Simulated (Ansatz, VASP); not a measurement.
Sc in VASP and in Ansatz

```xyz
2
Lattice="0.0000 3.1386 3.1386 3.1386 0.0000 3.1386 3.1386 3.1386 0.0000" Properties=species:S:1:pos:R:3 pbc="T T T"
Sc   -0.4551   -1.1142   -1.1142
Sc    0.4551    1.1142    1.1142
```

Change from the starting cell: shortest bond scaled by 0.58, LAPW.

Alike in both runs: task single point; functional LDA; k mesh 8 × 8 × 8; occupations fermi-dirac, width 0.05 eV; no spin polarisation.

|  | VASP | Ansatz |
| --- | --- | --- |
| version | VASP 6.6.1 | Ansatz 0.2.0 |
| potentials or method | VASP PAW LDA potentials, release 64 (Sc_sv), cutoff 520 eV | all-electron LAPW, scalar-relativistic |

```csv
,VASP,Ansatz,Ansatz less VASP
pressure (GPa),43.1,36.8,-6.37
"traceless stress, the component that is largest in VASP (GPa)",-51.67,-44.37,+7.299
rms of the force components (eV/Å),21.699,18.569,-3.1303
```

LDA's correlation is that of Perdew and Zunger in VASP and of Perdew and Wang (1992) in Ansatz. Atom by atom the forces differ by 3.130 eV/Å (rms over components). The pressures are high and differ by over a tenth, so treat them with care. Ansatz ran all-electron here, and VASP with PAW potentials.
